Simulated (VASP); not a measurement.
# K (Im-3m) in VASP: a series of runs

K is run at these levels: r2SCAN; tasks: single point.

Everything below comes from runs of VASP 6.6.1. Logs are shortened: lines on timing, memory, paths and dates and some standing lists are left out, and cuts for length are marked.

### Step 1. The cell of the first run

The structure is cubic, space group Im-3m (No. 229). Conventional cell: a = 5.340 Å, b = 5.340 Å, c = 5.340 Å, α = 90.00°, β = 90.00°, γ = 90.00°.

### Step 2. Single point, r2SCAN

File POSCAR:

```
K
1.0
   -2.6699463634      2.6699463634      2.6699463634
    2.6699463634     -2.6699463634      2.6699463634
    2.6699463634      2.6699463634     -2.6699463634
K
1
Direct
    0.0000000000      0.0000000000      0.0000000000
```

File INCAR.step1:

```
SYSTEM = K
PREC = Accurate
ENCUT = 520
ISMEAR = -1
SIGMA = 1.0
LREAL = .False.
LASPH = .True.
NELM = 100
NBANDS = 10
GGA = PE
ALGO = Normal
EDIFF = 1E-4
LWAVE = .True.
LCHARG = .False.
```

File INCAR.step2:

```
SYSTEM = K
PREC = Accurate
ENCUT = 520
EDIFF = 1E-6
ISMEAR = -1
SIGMA = 1.0
LREAL = .False.
LASPH = .True.
NELM = 100
ALGO = Normal
ISIF = 2
LWAVE = .False.
LCHARG = .False.
METAGGA = R2SCAN
LMIXTAU = .True.
NBANDS = 10
ISTART = 1
```

File KPOINTS:

```
regular mesh
0
Gamma
  8 8 8
  0 0 0
```

Potentials or basis: VASP PAW PBE potentials, release 64 (K_sv).

Launch:

```
$ cat potpaw_PBE.64/K_sv/POTCAR > POTCAR
$ cp INCAR.step1 INCAR
$ mpirun -np 1 vasp_std > vasp.out
$ cp INCAR.step2 INCAR
$ mpirun -np 1 vasp_std > vasp.out
```

OUTCAR:

```text
SYSTEM = K
   PREC = Accurate
   ENCUT = 520
   EDIFF = 1E-6
   ISMEAR = -1
   LREAL = .False.
   LASPH = .True.
   NELM = 100
   ISIF = 2
   METAGGA = R2SCAN
   ISTART = 1

 ion  position               nearest neighbor table
   1  0.000  0.000  0.000-

  LATTYP: Found a body centered cubic cell.
 ALAT       =     5.3398927268

  Lattice vectors:

 A1 = (  -2.6699463634,   2.6699463634,   2.6699463634)
 A2 = (   2.6699463634,  -2.6699463634,   2.6699463634)
 A3 = (   2.6699463634,   2.6699463634,  -2.6699463634)

Analysis of symmetry for initial positions (statically):
=====================================================================
 Subroutine PRICEL returns:
 Original cell was already a primitive cell.

 Routine SETGRP: Setting up the symmetry group for a
 body centered cubic supercell.

 Subroutine GETGRP returns: Found 48 space group operations
 (whereof 48 operations were pure point group operations)
 out of a pool of 48 trial point group operations.

The static configuration has the point symmetry O_h .

Analysis of symmetry for dynamics (positions and initial velocities):
=====================================================================
 Subroutine PRICEL returns:
 Original cell was already a primitive cell.

 Routine SETGRP: Setting up the symmetry group for a
 body centered cubic supercell.

 Subroutine GETGRP returns: Found 48 space group operations
 (whereof 48 operations were pure point group operations)
 out of a pool of 48 trial point group operations.

The dynamic configuration has the point symmetry O_h .

 Subroutine INISYM returns: Found 48 space group operations
 (whereof 48 operations are pure point group operations),
 and found     1 'primitive' translations

----------------------------------------------------------------------------------------

                                     Primitive cell

  volume of cell :      76.1321

  direct lattice vectors                    reciprocal lattice vectors
    -2.669946363  2.669946363  2.669946363     0.000000000  0.187269680  0.187269680
     2.669946363 -2.669946363  2.669946363     0.187269680  0.000000000  0.187269680
     2.669946363  2.669946363 -2.669946363     0.187269680  0.187269680  0.000000000

  length of vectors
     4.624482755  4.624482755  4.624482755     0.264839321  0.264839321  0.264839321

  position of ions in fractional coordinates (direct lattice)
     0.000000000  0.000000000  0.000000000

  ion indices of the primitive-cell ions
   primitive index   ion index
                 1           1

----------------------------------------------------------------------------------------

 KPOINTS: regular mesh

Automatic generation of k-mesh.
 Grid dimensions read from file:
 generate k-points for:    8    8    8

 Generating k-lattice:

  Cartesian coordinates                     Fractional coordinates (reciprocal lattice)
     0.000000000  0.023408710  0.023408710     0.125000000  0.000000000  0.000000000
     0.023408710  0.000000000  0.023408710     0.000000000  0.125000000  0.000000000
     0.023408710  0.023408710  0.000000000     0.000000000  0.000000000  0.125000000

  Length of vectors
     0.033104915  0.033104915  0.033104915

  Shift w.r.t. Gamma in fractional coordinates (k-lattice)
     0.000000000  0.000000000  0.000000000

 Subroutine IBZKPT returns following result:
 ===========================================

 Found     29 irreducible k-points:

 Following reciprocal coordinates:
            Coordinates               Weight
  0.000000  0.000000  0.000000      1.000000
  0.125000  0.000000  0.000000     12.000000
  0.250000  0.000000  0.000000     12.000000
  0.375000  0.000000  0.000000     12.000000
  0.500000  0.000000  0.000000      6.000000
  0.125000  0.125000  0.000000     24.000000
[... 16 lines left out ...]
 -0.250000  0.250000  0.250000      6.000000
 -0.375000  0.375000  0.250000     24.000000
 [... further k-points ...]
   k-points           NKPTS =     29   k-points in BZ     NKDIM =     29   number of bands    NBANDS=     10
   number of dos      NEDOS =    301   number of ions     NIONS =      1
   total plane-waves  NPLWV =  46656
   dimension x,y,z NGX =    36 NGY =   36 NGZ =   36
   dimension x,y,z NGXF=    72 NGYF=   72 NGZF=   72
   ions per type =               1
   NGX,Y,Z   is equivalent  to a cutoff of  12.94, 12.94, 12.94 a.u.
   NGXF,Y,Z  is equivalent  to a cutoff of  25.88, 25.88, 25.88 a.u.
 SYSTEM =  K
   PREC   = accura    normal or accurate (medium, high low for compatibility)
   ISTART =      1    job   : 0-new  1-cont  2-samecut
   ICHARG =      0    charge: 1-file 2-atom 10-const
   ISPIN  =      1    spin polarized calculation?
   LNONCOLLINEAR =      F non collinear calculations
   LSORBIT =      F    spin-orbit coupling
   LASPH  =      T    aspherical Exc in radial PAW
   ENCUT  =  520.0 eV  38.22 Ry    6.18 a.u.   8.60  8.60  8.60*2*pi/ulx,y,z
   NELM   =    100;   NELMIN=  2; NELMDL=  0     # of ELM steps
   EDIFF  = 0.1E-05   stopping-criterion for ELM
   LREAL  =      F    real-space projection
   EDIFFG = 0.1E-04   stopping-criterion for IOM
   NSW    =      0    number of steps for IOM
   IBRION =     -1    ionic relax: 0-MD 1-quasi-New 2-CG
   NFREE  =      0    steps in history (QN), initial steepest desc. (CG)
   ISIF   =      2    stress and relaxation
   ISYM   =      2    0-nonsym 1-usesym 2-fastsym
   POTIM  = 0.5000    time-step for ionic-motion
   TEBEG  =    0.0;   TEEND  =   0.0 temperature during run
   PSTRESS=    0.0 pullay stress
   NELECT =       9.0000    total number of electrons
   NUPDOWN=      -1.0000    fix difference up-down
   EMIN   =  10.00;   EMAX   =-10.00  energy-range for DOS
   EFERMI =   0.00;   METHOD = LEGACY
   ISMEAR =    -1;   SIGMA  =   1.00  broadening in eV -4-tet -1-fermi 0-gaus
   EFERMI_NEDOS =   21; number of points for ismear=-14 and -15
   IALGO  =     38    algorithm
   IMIX   =      4    mixing-type and parameters
     AMIX     =   0.40;   BMIX     =  1.00
     AMIX_MAG =   1.60;   BMIX_MAG =  1.00
  volume/ion in A,a.u.               =      76.13       513.76
  Fermi-wavevector in a.u.,A,eV,Ry     =   0.803464  1.518327  8.783303  0.645555
  Thomas-Fermi vector in A             =   1.911336
   LORBIT       =      0    0 simple, 1 ext, 2 COOP (PROOUT), +10 PAW based schemes
   METAGGA = R2SCAN    functional components
   LHFCALC =     F    Hartree Fock is set to
   AEXX    =    0.0000 exact exchange contribution
   IVDW    =     0    specifies the selected vdW correction
   LEPSILON=     F    determine dielectric tensor
   LRPA    =     F    only Hartree local field effects (RPA)
 non-spin polarized calculation
  energy-cutoff  :      520.00
  volume of cell :       76.13
 maximum number of plane-waves:      2093
 NGX is ok and might be reduce to    36
   NGX = 17   NGY = 17   NGZ = 17

 number of electron       9.0000001 magnetization

 Free energy of the ion-electron system (eV)
  ---------------------------------------------------
  ext. energy  EPLUGINS =         0.00000000
  ---------------------------------------------------
  free energy    TOTEN  =        -7.13149277 eV

  energy without entropy =       -5.09973479  energy(sigma->0) =       -6.11561378

 E-fermi :  -0.7309     XC(G=0):  -5.7647

 val. band max:       -0.8284278963   @ k =  -0.2500   0.2500   0.2500
 cond. band min:      -0.6514392603   @ k =  -0.2500   0.3750   0.1250
 fundamental gap:      0.1769886361
 Fermi energy:        -0.7308752331

 k-point     1 :       0.0000    0.0000    0.0000
  band No.  band energies     occupation
      1     -33.7390      2.00000
      2     -16.4230      2.00000
      3     -16.4230      2.00000
      4     -16.4230      2.00000
      5      -2.3358      1.66541
      6       4.6320      0.00933
      7       4.6320      0.00933
      8       4.6320      0.00933
      9       5.5389      0.00378
     10       5.5389      0.00378

 k-point     2 :       0.1250    0.0000    0.0000
  band No.  band energies     occupation
      1     -33.7385      2.00000
      2     -16.4318      2.00000
      3     -16.4258      2.00000
      4     -16.4230      2.00000
      5      -2.1363      1.60610
      6       4.2274      0.01395
      7       4.3630      0.01219
      8       4.7876      0.00799
      9       5.2863      0.00486
     10       5.4735      0.00403

 k-point     3 :       0.2500    0.0000    0.0000
  band No.  band energies     occupation
      1     -33.7372      2.00000
      2     -16.4529      2.00000
      3     -16.4327      2.00000
      4     -16.4230      2.00000
      5      -1.5563      1.39077
      6       3.0617      0.04408
      7       3.8776      0.01974
      8       5.2455      0.00506
      9       5.3670      0.00449
     10       5.4389      0.00417

 k-point     4 :       0.3750    0.0000    0.0000
  band No.  band energies     occupation
      1     -33.7360      2.00000
      2     -16.4738      2.00000
      3     -16.4396      2.00000
      4     -16.4231      2.00000
      5      -0.6495      0.95932
      6       1.7666      0.15207
      7       3.5117      0.02833
      8       5.3727      0.00446
      9       5.6257      0.00346
     10       5.9796      0.00243
[... 222 lines left out ...]
 k-point    22 :       0.2500    0.2500    0.2500
  band No.  band energies     occupation
      1     -33.7353      2.00000
      2     -16.4519      2.00000
      3     -16.4519      2.00000
      4     -16.4519      2.00000
      5       1.4181      0.20886
      6       1.4181      0.20886
      7       1.4181      0.20885
      8       3.5068      0.02847
      9       6.1963      0.00196
     10       6.1963      0.00196

 k-point    23 :      -0.2500    0.2500    0.2500
  band No.  band energies     occupation
      1     -33.7357      2.00000
      2     -16.4539      2.00000
      3     -16.4432      2.00000
      4     -16.4432      2.00000
      5      -0.8284      1.04874
      6       2.9291      0.05018
      7       3.7358      0.02271
      8       3.7358      0.02271
      9       5.4300      0.00421
     10       5.4952      0.00395

 k-point    24 :      -0.3750    0.3750    0.2500
  band No.  band energies     occupation
      1     -33.7346      2.00000
      2     -16.4670      2.00000
      3     -16.4507      2.00000
      4     -16.4448      2.00000
      5       0.0059      0.64744
      6       2.0783      0.11366
      7       3.5809      0.02646
      8       3.6096      0.02573
      9       4.9186      0.00701
     10       6.0304      0.00231

 [... further k-points ...]

------------------------ aborting loop because EDIFF is reached ----------------------------------------

  FORCE on cell =-STRESS in cart. coord.  units (eV):
  Direction    XX          YY          ZZ          XY          YZ          ZX
  --------------------------------------------------------------------------------------
  -------------------------------------------------------------------------------------
  Total        0.3178815      0.3178815      0.3178815     -0.0000000      0.0000000     -0.0000000
  in kB        6.6897235      6.6897235      6.6897235     -0.0000000      0.0000000     -0.0000000
  external PRESSURE =       6.6897235 kB  Pullay stress =       0.0000000 kB

 VOLUME and BASIS-vectors are now :
 -----------------------------------------------------------------------------
  energy-cutoff  :      520.00
  volume of cell :       76.13
      direct lattice vectors                 reciprocal lattice vectors
    -2.669946363  2.669946363  2.669946363     0.000000000  0.187269680  0.187269680
     2.669946363 -2.669946363  2.669946363     0.187269680  0.000000000  0.187269680
     2.669946363  2.669946363 -2.669946363     0.187269680  0.187269680  0.000000000

 POSITION                                       TOTAL-FORCE (eV/Angst)
 -----------------------------------------------------------------------------------
      0.00000      0.00000      0.00000         0.000000      0.000000      0.000000
 -----------------------------------------------------------------------------------
    total drift:                               -0.000000      0.000000      0.000000

  FREE ENERGIE OF THE ION-ELECTRON SYSTEM (eV)
  ---------------------------------------------------
  free  energy   TOTEN  =        -7.1314927703 eV

  energy  without entropy=       -5.0997347890  energy(sigma->0) =       -6.11561378
```

Run time: 1.8 min. Hardware: 1 thread of Intel Xeon 8259CL, shared host; peak memory 0.21 GiB.

What came out:

* Free energy: -7.1315 eV
* Pressure: 0.7 GPa
* Band gap on the k mesh: zero (an odd number of electrons rules out a gap without spin polarisation)

Levels at points of the mesh, in eV from the Fermi level:
| k point | band 1 | band 2 | band 3 | band 4 | band 5 | band 6 | band 7 | band 8 |
| --- | --- | --- | --- | --- | --- | --- | --- | --- |
| (0.00, 0.00, 0.00) | -33.01 | -15.69 | -15.69 | -15.69 | -1.60 | 5.36 | 5.36 | 5.36 |
| (0.50, 0.00, 0.00) | -33.00 | -15.75 | -15.71 | -15.69 | 1.21 | 1.24 | 4.11 | 5.98 |
| (0.50, 0.50, 0.50) | -33.00 | -15.73 | -15.73 | -15.73 | 2.36 | 2.36 | 4.36 | 4.36 |

Caveat: so wide a smearing shifts energies and pressures; the PAW data sets were made with another functional, which shifts forces and pressure a little.

(Continued in part 2 of 2.)
